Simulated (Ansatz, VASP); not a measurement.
Si: VASP beside Ansatz

Contents of POSCAR:

```
Si
1.0
    3.8313174605      0.0000000000      0.0000000000
   -1.9156587303      3.3180182508      0.0000000000
    0.0000000000      0.0000000000      6.0793171202
Si
4
Direct
    0.3333333333      0.6666666667      0.0630095000
    0.6666666667      0.3333333333      0.5630095000
    0.3333333333      0.6666666667      0.4369905000
    0.6666666667      0.3333333333      0.9369905000
```

INCAR.step1

```
  PREC = Accurate
  ENCUT = 520
  ISMEAR = 0
  SIGMA = 0.05
  LREAL = F
  LASPH = T
  NELM = 100
  NBANDS = 16
  GGA = PE
  ALGO = Normal
  EDIFF = 1E-4
  LWAVE = T
  LCHARG = F
```

INCAR.step2

```
  PREC = Accurate
  ENCUT = 520
  EDIFF = 1E-6
  ISMEAR = 0
  SIGMA = 0.05
  LREAL = F
  LASPH = T
  NELM = 100
  ALGO = Normal
  ISIF = 2
  LWAVE = F
  LCHARG = F
  METAGGA = R2SCAN
  LMIXTAU = T
  NBANDS = 16
  ISTART = 1
```

The input KPOINTS:

```
regular mesh
0
Gamma
  12 12 6
```

Input for Ansatz:

```yaml
crystal:
  lattice:
    - [3.8313174605, 0.0, 0.0]
    - [-1.9156587303, 3.3180182508, 0.0]
    - [0.0, 0.0, 6.0793171202]
  atoms:
    - { symbol: Si, position: [0.3333333333, 0.6666666667, 0.0630095] }
    - { symbol: Si, position: [0.6666666667, 0.3333333333, 0.5630095] }
    - { symbol: Si, position: [0.3333333333, 0.6666666667, 0.4369905] }
    - { symbol: Si, position: [0.6666666667, 0.3333333333, 0.9369905] }
basis:
  ecutwfc: 500
kpoints:
  mp_grid: { grid: [12, 12, 6] }
hamiltonian:
  xc: r2scan
scf:
  occupations: { method: gaussian, width: 0.05 }
output:
  forces: true
  stress: true
  eigenvalues: true
```

Change from the starting cell: strain +0.000 along x and y, -0.040 along z, atoms carried along.

Alike in both runs: task single point; functional r2SCAN; k mesh 12 × 12 × 6; occupations gaussian, width 0.05 eV; no spin polarisation.

|  | VASP | Ansatz |
| --- | --- | --- |
| version | VASP 6.6.1 | Ansatz 0.2.0 |
| potentials or method | VASP PAW PBE potentials, release 64 (Si), cutoff 520 eV | scalar-relativistic, plane waves, PAW |
| valence electrons in the cell | 16 | 16 |

VASP gave:

| Property | Result |
| --- | --- |
| gap on the k mesh at the Fermi level (eV) | 0.32 |
| least direct gap on the mesh (eV) | 0.99 |
| pressure (GPa) | 4.6 |
| traceless stress, the component that is largest in VASP (GPa) | 7.83 |
| rms of the force components (eV/Å) | 0.324 |

Problem. Estimate Ansatz's values.

Solution. gap on the k mesh at the Fermi level (eV): 0.30; least direct gap on the mesh (eV): 0.97; pressure (GPa): 4.8; traceless stress, the component that is largest in VASP (GPa): 7.82; rms of the force components (eV/Å): 0.327.

VASP's potentials were made for PBE, not for r2SCAN. Atom by atom the forces differ by 0.003 eV/Å (rms over components). With one functional, cell and mesh, what is left measures potentials, basis and numerics.
